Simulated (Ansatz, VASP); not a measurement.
## Two plane-wave programs on Na2SrO2

```xyz
5
Lattice="3.7832 0.0000 0.0000 -1.8916 3.2764 0.0000 0.0000 0.0000 6.2783" Properties=species:S:1:pos:R:3 pbc="T T T"
Na    1.8916    1.0921    3.9573
Na    0.0000    2.1843    2.3209
Sr    0.0000    0.0000    0.0000
O     1.8916    1.0921    1.4527
O     0.0000    2.1843    4.8256
```

Change from the starting cell: species swapped into the Li2MnN2 type (P-3m1, No. 164).

Alike in both runs: task relaxation of cell and atoms; functional PBE; k mesh 6 × 6 × 4; occupations gaussian, width 0.02 eV; no spin polarisation.

```csv
,VASP,Ansatz
version,VASP 6.6.1,Ansatz 0.2.0
potentials or method,"VASP PAW PBE potentials, release 64 (Na_pv, Sr_sv, O), cutoff 600 eV","scalar-relativistic, plane waves, PAW"
valence electrons in the cell,36,40
```

Ansatz gave:

| Item | Value |
| --- | --- |
| gap on the k mesh at the Fermi level, each at its own relaxed structure (eV) | 2.63 |
| relaxed volume (Å³/atom) | 15.60 |
| relaxed cell length with the largest relative difference (Å) | 6.271 |

Estimate VASP's values.

gap on the k mesh at the Fermi level, each at its own relaxed structure (eV): 2.60; relaxed volume (Å³/atom): 15.65; relaxed cell length with the largest relative difference (Å): 6.281.

VASP's potentials hold 36 valence electrons a cell and Ansatz's 40, so a difference there can come from the potentials and not from the codes.
